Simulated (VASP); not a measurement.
Set up this calculation in VASP 6.6.1, as the native input.

```yaml
Task: single point
Functional: revPBE
Dispersion: D4
Potentials_or_basis: VASP PAW PBE potentials, release 64 (Be, Te)
Cutoff: 600 eV
k_mesh: 8 × 8 × 8
Occupations: gaussian, width 0.05 eV
Spin: no spin polarisation
Dipole_correction: no
Further_INCAR_settings: ALGO = Normal; EDIFF = 1e-06; NBANDS = 11
```

The structure of BeTe lies in POSCAR:

```
BeTe
1.0
    0.0000000000      2.7700007385      2.7700007385
    2.7700007385      0.0000000000      2.7700007385
    2.7700007385      2.7700007385      0.0000000000
Be Te
1 1
Direct
    0.0000000000      0.0000000000      0.0000000000
    0.7500000000      0.7500000000      0.7500000000
```

One way to write it, as run:

INCAR

```
PREC     = Accurate       # precision mode
ENCUT    = 600            # plane-wave cutoff, eV
EDIFF    = 1E-6           # SCF threshold, eV
ISMEAR   = 0              # smearing method
SIGMA    = 0.05           # smearing width, eV
LREAL    = False          # projectors in reciprocal space
LASPH    = True           # aspherical terms in the spheres
NELM     = 120            # most SCF steps
ALGO     = Normal         # electronic algorithm
ISIF     = 2              # what is computed and relaxed
LWAVE    = False          # write WAVECAR
LCHARG   = False          # write CHGCAR
GGA      = RE             # functional
IVDW     = 13             # dispersion correction
NBANDS   = 11             # bands
GGA_COMPAT= False
```

KPOINTS

```
Automatic mesh
0
Gamma
  8 8 8
```

Potentials or basis: VASP PAW PBE potentials, release 64 (Be, Te).

Command:

```bash
$ cat potpaw_PBE.64/Be/POTCAR potpaw_PBE.64/Te/POTCAR > POTCAR
$ mpirun -np 1 vasp_std > vasp.out
```

Results of the run:

The pressure is 1.4 GPa and the band gap on the k mesh is 1.91 eV (least direct gap 3.59 eV). The dispersion energy per atom is -0.569 eV.

Caveat: the PAW data sets were made with another functional, which shifts forces and pressure a little; spin-orbit coupling is left out, which moves the levels of the heavy elements.

It took 18 s on 1 thread of AMD EPYC 7R13, with other jobs on the host, peak memory 0.18 GiB.
